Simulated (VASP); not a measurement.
**Ca: single point with PBE**

The system is Ca.

```
CELL_PARAMETERS angstrom
0.00000 2.46669 2.46669
2.46669 0.00000 2.46669
2.46669 2.46669 0.00000
ATOMIC_POSITIONS crystal
Ca 0.00000 0.00000 0.00000
```

- Program: VASP 6.6.1
- Task: single point
- Functional: PBE
- Potentials or basis: VASP PAW PBE potentials, release 64 (Ca_sv)
- Cutoff: 520 eV
- k mesh: 8 × 8 × 8
- Occupations: fermi-dirac, width 0.05 eV
- Spin: no spin polarisation

* Pressure: 10.0 GPa

Levels at points of the mesh, in eV from the Fermi level:
```csv
k point,band 1,band 2,band 3,band 4,band 5,band 6,band 7,band 8,band 9,band 10
"(0.00, 0.00, 0.00)",-41.27,-22.08,-22.08,-22.08,-4.56,2.78,2.78,2.78,4.35,4.35
"(0.50, 0.00, 0.00)",-41.21,-22.54,-22.14,-22.14,-1.14,0.33,2.59,2.59,5.38,5.38
"(0.50, 0.50, 0.00)",-41.19,-22.50,-22.24,-22.24,-0.89,0.29,1.89,5.37,5.66,5.66
```

It took 18 s on 1 thread of Intel Xeon 8259CL, with other jobs on the host, peak memory 0.16 GiB.

Caveat: the cell stands under pressure.
